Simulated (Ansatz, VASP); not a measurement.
# One calculation of ScAl3N4, two programs

```
CELL_PARAMETERS angstrom
5.09088 0.00000 0.00000
-2.54544 4.40883 0.00000
0.00000 0.00000 4.00053
ATOMIC_POSITIONS crystal
Sc 0.00000 0.00000 0.50000
Al 0.50000 0.00000 0.00000
Al 0.00000 0.50000 0.00000
Al 0.50000 0.50000 0.00000
N 0.50000 0.00000 0.50000
N 0.00000 0.50000 0.50000
N 0.50000 0.50000 0.50000
N 0.00000 0.00000 0.00000
```

Alike in both runs: functional PBE; k mesh 3 × 3 × 2; occupations gaussian, width 0.15 eV; no spin polarisation.

Ansatz relaxed the structure, and its values are those at the end. VASP's run is a single point on that final structure, the one shown.

```csv
,VASP,Ansatz
version,VASP 6.6.1,Ansatz 0.2.0
potentials or method,"VASP PAW PBE potentials, release 64 (Sc_sv, Al, N), cutoff 600 eV","scalar-relativistic, plane waves, PAW"
valence electrons in the cell,40,40
```

```csv
,VASP,Ansatz,Ansatz less VASP
gap on the k mesh at the Fermi level (eV),none,none,-
pressure (GPa),0.4,0.4,-0.05
```

A gap of «none» marks a metal or a gap that the smearing closes.

The k mesh is coarse, so the values compare programs but aren't converged.
